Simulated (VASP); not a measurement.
# CaO in VASP: further runs

Runs on CaO. Level: r2SCAN. Tasks: single point.

Program: VASP 6.6.1. These are calculated values, not measurements. Logs are shortened: lines on timing, memory, paths and dates and some standing lists are left out, and cuts for length are marked.

**1. The cell of the first run**

Symmetry: Fm-3m, No. 225, cubic system. Conventional cell: a = 4.702 Å, b = 4.702 Å, c = 4.702 Å, α = 90.00°, β = 90.00°, γ = 90.00°. Within 3.1 Å of Ca (site symmetry m-3m) lie 6 O at 2.35 Å. O (site symmetry m-3m) has 6 Ca at 2.35 Å within 3.1 Å.

**2. Single point, r2SCAN (strain -0.040 along x and y, -0.040 along z)**

Input file POSCAR:

```
CaO
1.0
    0.0000000000      2.3510400000      2.3510400000
    2.3510400000      0.0000000000      2.3510400000
    2.3510400000      2.3510400000      0.0000000000
Ca O
1 1
Direct
    0.0000000000      0.0000000000      0.0000000000
    0.5000000000      0.5000000000      0.5000000000
```

Input file INCAR.step1:

```
ALGO = Normal ; EDIFF = 1E-5
ENCUT = 910 ; GGA = PE
GGA_COMPAT = F ; ISMEAR = 0
LASPH = T ; LCHARG = F
LREAL = F ; LWAVE = T
NBANDS = 15 ; NELM = 120
PREC = Accurate ; SIGMA = 0.05
```

Input file INCAR.step2:

```
ALGO = Normal ; EDIFF = 1E-6
ENCUT = 910 ; GGA_COMPAT = F
ISIF = 2 ; ISMEAR = 0
ISTART = 1 ; LASPH = T
LCHARG = F ; LMIXTAU = T
LREAL = F ; LWAVE = F
METAGGA = R2SCAN ; NBANDS = 15
NELM = 120 ; PREC = Accurate
SIGMA = 0.05
```

Input file KPOINTS:

```
k-points
0
Gamma
  8 8 8
```

Potentials or basis: VASP PAW PBE potentials, release 64 (Ca_sv, O_h).

Launch:

```bash
$ cat potpaw_PBE.64/Ca_sv/POTCAR potpaw_PBE.64/O_h/POTCAR > POTCAR
$ cp INCAR.step1 INCAR
$ mpirun -np 1 vasp_std > vasp.out
$ cp INCAR.step2 INCAR
$ mpirun -np 1 vasp_std > vasp.out
```

OUTCAR:

```text
EDIFF = 1E-6
   ENCUT = 910
   ISIF = 2
   ISMEAR = 0
   ISTART = 1
   LASPH = T
   LREAL = F
   METAGGA = R2SCAN
   NELM = 120
   PREC = Accurate

 ion  position               nearest neighbor table
   1  0.000  0.000  0.000-
   2  0.500  0.500  0.500-

  LATTYP: Found a face centered cubic cell.
 ALAT       =     4.7020800000

  Lattice vectors:

 A1 = (   0.0000000000,   2.3510400000,   2.3510400000)
 A2 = (   2.3510400000,   0.0000000000,   2.3510400000)
 A3 = (   2.3510400000,   2.3510400000,   0.0000000000)

Analysis of symmetry for initial positions (statically):
=====================================================================
 Subroutine PRICEL returns:
 Original cell was already a primitive cell.

 Routine SETGRP: Setting up the symmetry group for a
 face centered cubic supercell.

 Subroutine GETGRP returns: Found 48 space group operations
 (whereof 48 operations were pure point group operations)
 out of a pool of 48 trial point group operations.

The static configuration has the point symmetry O_h .

Analysis of symmetry for dynamics (positions and initial velocities):
=====================================================================
 Subroutine PRICEL returns:
 Original cell was already a primitive cell.

 Routine SETGRP: Setting up the symmetry group for a
 face centered cubic supercell.

 Subroutine GETGRP returns: Found 48 space group operations
 (whereof 48 operations were pure point group operations)
 out of a pool of 48 trial point group operations.

The dynamic configuration has the point symmetry O_h .

 Subroutine INISYM returns: Found 48 space group operations
 (whereof 48 operations are pure point group operations),
 and found     1 'primitive' translations

----------------------------------------------------------------------------------------

                                     Primitive cell

  volume of cell :      25.9902

  direct lattice vectors                    reciprocal lattice vectors
     0.000000000  2.351040000  2.351040000    -0.212671839  0.212671839  0.212671839
     2.351040000  0.000000000  2.351040000     0.212671839 -0.212671839  0.212671839
     2.351040000  2.351040000  0.000000000     0.212671839  0.212671839 -0.212671839

  length of vectors
     3.324872654  3.324872654  3.324872654     0.368358430  0.368358430  0.368358430

  position of ions in fractional coordinates (direct lattice)
     0.000000000  0.000000000  0.000000000
     0.500000000  0.500000000  0.500000000

  ion indices of the primitive-cell ions
   primitive index   ion index
                 1           1
                 2           2

----------------------------------------------------------------------------------------

 KPOINTS: k-points

Automatic generation of k-mesh.
 Grid dimensions read from file:
 generate k-points for:    8    8    8

 Generating k-lattice:

  Cartesian coordinates                     Fractional coordinates (reciprocal lattice)
    -0.026583980  0.026583980  0.026583980     0.125000000  0.000000000  0.000000000
     0.026583980 -0.026583980  0.026583980     0.000000000  0.125000000  0.000000000
     0.026583980  0.026583980 -0.026583980     0.000000000  0.000000000  0.125000000

  Length of vectors
     0.046044804  0.046044804  0.046044804

  Shift w.r.t. Gamma in fractional coordinates (k-lattice)
     0.000000000  0.000000000  0.000000000

 Subroutine IBZKPT returns following result:
 ===========================================

 Found     29 irreducible k-points:

 Following reciprocal coordinates:
            Coordinates               Weight
  0.000000  0.000000  0.000000      1.000000
  0.125000  0.000000  0.000000      8.000000
  0.250000  0.000000  0.000000      8.000000
  0.375000  0.000000  0.000000      8.000000
  0.500000  0.000000  0.000000      4.000000
  0.125000  0.125000  0.000000      6.000000
[... 16 lines left out ...]
  0.500000  0.250000  0.125000     48.000000
 -0.375000  0.250000  0.125000     24.000000
 [... further k-points ...]
   k-points           NKPTS =     29   k-points in BZ     NKDIM =     29   number of bands    NBANDS=     15
   number of dos      NEDOS =    301   number of ions     NIONS =      2
   total plane-waves  NPLWV =  46656
   dimension x,y,z NGX =    36 NGY =   36 NGZ =   36
   dimension x,y,z NGXF=    72 NGYF=   72 NGZF=   72
   ions per type =               1   1
   NGX,Y,Z   is equivalent  to a cutoff of  18.00, 18.00, 18.00 a.u.
   NGXF,Y,Z  is equivalent  to a cutoff of  36.00, 36.00, 36.00 a.u.
 SYSTEM =  unknown system
   PREC   = accura    normal or accurate (medium, high low for compatibility)
   ISTART =      1    job   : 0-new  1-cont  2-samecut
   ICHARG =      0    charge: 1-file 2-atom 10-const
   ISPIN  =      1    spin polarized calculation?
   LNONCOLLINEAR =      F non collinear calculations
   LSORBIT =      F    spin-orbit coupling
   LASPH  =      T    aspherical Exc in radial PAW
   ENCUT  =  910.0 eV  66.88 Ry    8.18 a.u.   8.18  8.18  8.18*2*pi/ulx,y,z
   NELM   =    120;   NELMIN=  2; NELMDL=  0     # of ELM steps
   EDIFF  = 0.1E-05   stopping-criterion for ELM
   LREAL  =      F    real-space projection
   EDIFFG = 0.1E-04   stopping-criterion for IOM
   NSW    =      0    number of steps for IOM
   IBRION =     -1    ionic relax: 0-MD 1-quasi-New 2-CG
   NFREE  =      0    steps in history (QN), initial steepest desc. (CG)
   ISIF   =      2    stress and relaxation
   ISYM   =      2    0-nonsym 1-usesym 2-fastsym
   POTIM  = 0.5000    time-step for ionic-motion
   TEBEG  =    0.0;   TEEND  =   0.0 temperature during run
   PSTRESS=    0.0 pullay stress
   NELECT =      16.0000    total number of electrons
   NUPDOWN=      -1.0000    fix difference up-down
   EMIN   =  10.00;   EMAX   =-10.00  energy-range for DOS
   EFERMI =   0.00;   METHOD = LEGACY
   ISMEAR =     0;   SIGMA  =   0.05  broadening in eV -4-tet -1-fermi 0-gaus
   EFERMI_NEDOS =   21; number of points for ismear=-14 and -15
   IALGO  =     38    algorithm
   IMIX   =      4    mixing-type and parameters
     AMIX     =   0.40;   BMIX     =  1.00
     AMIX_MAG =   1.60;   BMIX_MAG =  1.00
  volume/ion in A,a.u.               =      13.00        87.70
  Fermi-wavevector in a.u.,A,eV,Ry     =   1.392659  2.631744 26.388489  1.939499
  Thomas-Fermi vector in A             =   2.516380
   LORBIT       =      0    0 simple, 1 ext, 2 COOP (PROOUT), +10 PAW based schemes
   METAGGA = R2SCAN    functional components
   LHFCALC =     F    Hartree Fock is set to
   AEXX    =    0.0000 exact exchange contribution
   IVDW    =     0    specifies the selected vdW correction
   LEPSILON=     F    determine dielectric tensor
   LRPA    =     F    only Hartree local field effects (RPA)
 non-spin polarized calculation
 Gauss-broadening in eV      SIGMA  =   0.05
  energy-cutoff  :      910.00
  volume of cell :       25.99
 maximum number of plane-waves:      1639
 NGX is ok and might be reduce to    36
   NGX = 17   NGY = 17   NGZ = 17

 number of electron      16.0000002 magnetization

 Free energy of the ion-electron system (eV)
  ---------------------------------------------------
  ext. energy  EPLUGINS =         0.00000000
  ---------------------------------------------------
  free energy    TOTEN  =       -19.41429786 eV

  energy without entropy =      -19.41429786  energy(sigma->0) =      -19.41429786

 E-fermi :   2.9388     XC(G=0): -11.4304

 val. band max:        2.6921015581   @ k =   0.0000   0.0000   0.0000
 cond. band min:       6.8575642230   @ k =   0.5000   0.5000   0.0000
 fundamental gap:      4.1654626649
 Fermi energy:         2.9388287916

 k-point     1 :       0.0000    0.0000    0.0000
  band No.  band energies     occupation
      1     -36.0926      2.00000
      2     -15.9309      2.00000
      3     -15.9309      2.00000
      4     -15.9309      2.00000
      5     -13.9112      2.00000
      6       2.6921      2.00000
      7       2.6921      2.00000
      8       2.6921      2.00000
      9       8.6981      0.00000
     10       9.7086      0.00000
     11       9.7086      0.00000
     12       9.7086      0.00000
     13      11.4232      0.00000
     14      11.4232      0.00000
     15      18.9036      0.00000

 k-point     2 :       0.1250    0.0000    0.0000
  band No.  band energies     occupation
      1     -36.0728      2.00000
      2     -16.2741      2.00000
      3     -15.9397      2.00000
      4     -15.9397      2.00000
      5     -13.5629      2.00000
      6       2.1567      2.00000
      7       2.4582      2.00000
      8       2.4582      2.00000
      9       9.3845      0.00000
     10       9.6770      0.00000
     11      10.0026      0.00000
     12      10.0026      0.00000
     13      11.8399      0.00000
     14      11.8399      0.00000
     15      19.5813      0.00000

 k-point     3 :       0.2500    0.0000    0.0000
  band No.  band energies     occupation
      1     -36.0247      2.00000
      2     -16.8694      2.00000
      3     -15.9607      2.00000
      4     -15.9607      2.00000
      5     -12.9535      2.00000
      6       1.1120      2.00000
      7       1.9567      2.00000
      8       1.9568      2.00000
      9       9.7750      0.00000
     10      10.7770      0.00000
     11      10.7770      0.00000
     12      10.8990      0.00000
     13      12.8415      0.00000
     14      12.8415      0.00000
     15      20.1653      0.00000
[... 343 lines left out ...]
 k-point    23 :       0.5000    0.2500    0.1250
  band No.  band energies     occupation
      1     -35.9513      2.00000
      2     -17.1038      2.00000
      3     -16.2072      2.00000
      4     -16.0511      2.00000
      5     -12.7545      2.00000
      6       0.6119      2.00000
      7       1.5246      2.00000
      8       1.8237      2.00000
      9       9.3432      0.00000
     10      11.2688      0.00000
     11      12.2161      0.00000
     12      12.4521      0.00000
     13      13.9050      0.00000
     14      15.2703      0.00000
     15      19.3342      0.00000

 k-point    24 :      -0.3750    0.2500    0.1250
  band No.  band energies     occupation
      1     -35.9353      2.00000
      2     -17.1810      2.00000
      3     -16.2241      2.00000
      4     -16.0845      2.00000
      5     -12.6921      2.00000
      6       0.5651      2.00000
      7       1.5111      2.00000
      8       1.5432      2.00000
      9      10.3399      0.00000
     10      10.4336      0.00000
     11      12.5423      0.00000
     12      12.8885      0.00000
     13      14.2158      0.00000
     14      16.1019      0.00000
     15      18.4801      0.00000

 [... further k-points ...]

------------------------ aborting loop because EDIFF is reached ----------------------------------------

  FORCE on cell =-STRESS in cart. coord.  units (eV):
  Direction    XX          YY          ZZ          XY          YZ          ZX
  --------------------------------------------------------------------------------------
  -------------------------------------------------------------------------------------
  Total        1.4555636      1.4555636      1.4555636      0.0000000      0.0000000     -0.0000000
  in kB       89.7287681     89.7287681     89.7287681      0.0000000      0.0000000     -0.0000000
  external PRESSURE =      89.7287681 kB  Pullay stress =       0.0000000 kB

 VOLUME and BASIS-vectors are now :
 -----------------------------------------------------------------------------
  energy-cutoff  :      910.00
  volume of cell :       25.99
      direct lattice vectors                 reciprocal lattice vectors
     0.000000000  2.351040000  2.351040000    -0.212671839  0.212671839  0.212671839
     2.351040000  0.000000000  2.351040000     0.212671839 -0.212671839  0.212671839
     2.351040000  2.351040000  0.000000000     0.212671839  0.212671839 -0.212671839

 POSITION                                       TOTAL-FORCE (eV/Angst)
 -----------------------------------------------------------------------------------
      0.00000      0.00000      0.00000         0.000000      0.000000      0.000000
      2.35104      2.35104      2.35104         0.000000      0.000000     -0.000000
 -----------------------------------------------------------------------------------
    total drift:                                0.000000      0.000000      0.000000

  FREE ENERGIE OF THE ION-ELECTRON SYSTEM (eV)
  ---------------------------------------------------
  free  energy   TOTEN  =       -19.4142978625 eV

  energy  without entropy=      -19.4142978625  energy(sigma->0) =      -19.41429786
```

Wall time 92 s (1 thread of Intel Xeon Platinum 8488C (Sapphire Rapids), shared host); peak memory 0.23 GiB.

What came out:

```yaml
Free_energy: -19.4143 eV
Pressure: 9.0 GPa
Band_gap_on_the_k_mesh: 4.17 eV (least direct gap 4.52 eV)
```

Caveat: the cell differs from its parent crystal (strain -0.040 along x and y, -0.040 along z); the cutoff is under 1.25 times the usual one of these potentials, so pressure, stress and relaxed cells hold a basis-set (Pulay) error; the cell stands under pressure; the PAW data sets were made with another functional, which shifts forces and pressure a little.

**3. Single point, r2SCAN (strain -0.080 along x and y, -0.080 along z)**

Input file POSCAR:

```
CaO
1.0
    0.0000000000      2.2530800000      2.2530800000
    2.2530800000      0.0000000000      2.2530800000
    2.2530800000      2.2530800000      0.0000000000
Ca O
1 1
Direct
    0.0000000000      0.0000000000      0.0000000000
    0.5000000000      0.5000000000      0.5000000000
```

Input file INCAR.step1:

```
  PREC = Accurate
  ENCUT = 910
  ISMEAR = 0
  SIGMA = 0.05
  LREAL = F
  LASPH = T
  NELM = 120
  NBANDS = 15
  GGA = PE
  ALGO = Normal
  EDIFF = 1E-5
  LWAVE = T
  LCHARG = F
  GGA_COMPAT = F
```

Input file INCAR.step2:

```
  PREC = Accurate
  ENCUT = 910
  EDIFF = 1E-6
  ISMEAR = 0
  SIGMA = 0.05
  LREAL = F
  LASPH = T
  NELM = 120
  ALGO = Normal
  ISIF = 2
  LWAVE = F
  LCHARG = F
  METAGGA = R2SCAN
  LMIXTAU = T
  NBANDS = 15
  ISTART = 1
  GGA_COMPAT = F
```

Input file KPOINTS:

```
regular mesh
0
Gamma
  8 8 8
```

Potentials or basis: VASP PAW PBE potentials, release 64 (Ca_sv, O_h).

Launch:

```bash
$ cat potpaw_PBE.64/Ca_sv/POTCAR potpaw_PBE.64/O_h/POTCAR > POTCAR
$ cp INCAR.step1 INCAR
$ mpirun -np 1 vasp_std > vasp.out
$ cp INCAR.step2 INCAR
$ mpirun -np 1 vasp_std > vasp.out
```

Run time: 60 s. Hardware: 1 thread of Intel Xeon Platinum 8488C (Sapphire Rapids), shared host; peak memory 0.2 GiB.

The run converged. Its results:

```
Free energy            : -19.0101 eV
Pressure               : 34.6 GPa
Band gap on the k mesh : 4.04 eV (least direct gap 4.32 eV)
```

Levels at points of the mesh, in eV from the valence-band top:
```csv
k point,band 5,band 6,band 7,band 8,band 9,band 10,band 11,band 12
"(0.00, 0.00, 0.00)",-16.85,0.00,0.00,0.00,7.26,7.28,7.28,7.28
"(0.50, 0.00, 0.00)",-14.47,-3.09,-1.66,-1.66,8.64,10.14,10.14,10.87
"(0.50, 0.50, 0.00)",-16.71,-1.08,-0.28,-0.28,4.04,10.33,10.75,11.60
```

Caveat: the cell differs from its parent crystal (strain -0.080 along x and y, -0.080 along z); the cutoff is under 1.25 times the usual one of these potentials, so pressure, stress and relaxed cells hold a basis-set (Pulay) error; the cell stands under pressure; the PAW data sets were made with another functional, which shifts forces and pressure a little. A k mesh can miss the band edges.

[end of part 1 of 2]
